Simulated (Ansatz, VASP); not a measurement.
## NaLa in VASP and in Ansatz

Contents of INCAR:

```
SYSTEM = NaLa
ALGO = Normal
EDIFF = 1E-6
ENCUT = 520
GGA = CA
ISIF = 2
ISMEAR = 0
LASPH = .True.
LCHARG = .False.
LREAL = .False.
LWAVE = .False.
NBANDS = 16
NELM = 80
PREC = Accurate
SIGMA = 0.05
```

File KPOINTS:

```
k-points
0
Gamma
  9 9 4
  0 0 0
```

The input POSCAR:

```
NaLa
1.0
    3.7725279261      0.0000000000      0.0000000000
   -1.8862639630      3.2671050205      0.0000000000
    0.0000000000      0.0000000000      6.7827364847
La Na
1 1
Direct
    0.3333333333      0.6666666667      0.5000000000
    0.0000000000      0.0000000000      0.0000000000
```

File input.yaml:

```yaml
crystal:
  lattice:
    - [3.7725279261, 0.0, 0.0]
    - [-1.886263963, 3.2671050205, 0.0]
    - [0.0, 0.0, 6.7827364847]
  atoms:
    - { symbol: La, position: [0.3333333333, 0.6666666667, 0.5] }
    - { symbol: Na, position: [0.0, 0.0, 0.0] }
kpoints:
  mp_grid: { grid: [9, 9, 4] }
scf:
  occupations: { method: gaussian, width: 0.05 }
hamiltonian:
  xc: lda
  pseudopotentials: { kind: all_electron, lapw: { basis_error: 0.001 } }
output:
  forces: true
  stress: true
  eigenvalues: true
```

Change from the starting cell: volume scaled by 1.06.

Alike in both runs: task single point; functional LDA; k mesh 9 × 9 × 4; occupations gaussian, width 0.05 eV; no spin polarisation.

|  | VASP | Ansatz |
| --- | --- | --- |
| version | VASP 6.6.1 | Ansatz 0.2.0 |
| potentials or method | VASP PAW LDA potentials, release 64 (La, Na_pv), cutoff 520 eV | all-electron LAPW, scalar-relativistic |

```tsv
	VASP	Ansatz	Ansatz less VASP
gap on the k mesh at the Fermi level (eV)	none	none	-
pressure (GPa)	-3.5	-3.4	+0.04
traceless stress, the component that is largest in VASP (GPa)	0.71	0.68	-0.024
```

LDA's correlation is that of Perdew and Zunger in VASP and of Perdew and Wang (1992) in Ansatz. A gap of «none» marks a metal or a gap that the smearing closes. Ansatz ran all-electron here, and VASP with PAW potentials.

Neither program's run includes spin-orbit coupling.
